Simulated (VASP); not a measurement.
A run of VASP 6.6.1 is set up as follows.

INCAR

```
PREC = Accurate
ENCUT = 520
EDIFF = 1E-6
ISMEAR = -1
SIGMA = 0.08
LREAL = False
LASPH = True
NELM = 60
ALGO = Normal
ISIF = 2
LWAVE = False
LCHARG = False
GGA = PE
NBANDS = 9
```

File KPOINTS:

```
regular mesh
0
Gamma
  16 16 16
```

File POSCAR:

```
Te
1.0
   -1.6312522945      1.6312522945      1.6312522945
    1.6312522945     -1.6312522945      1.6312522945
    1.6312522945      1.6312522945     -1.6312522945
Te
1
Direct
    0.0000000000      0.0000000000      0.0000000000
```

Potentials or basis: VASP PAW PBE potentials, release 64 (Te).

Run with:

```console
$ cat potpaw_PBE.64/Te/POTCAR > POTCAR
$ mpirun -np 1 vasp_std > vasp.out
```

Predict the band gap on the k mesh.

zero (bands 3 and 4 overlap by 13.09 eV).

What does it give for the pressure?

87.4 GPa.

Caveat: the cell stands under pressure; spin-orbit coupling is left out, which moves the levels of the heavy elements.
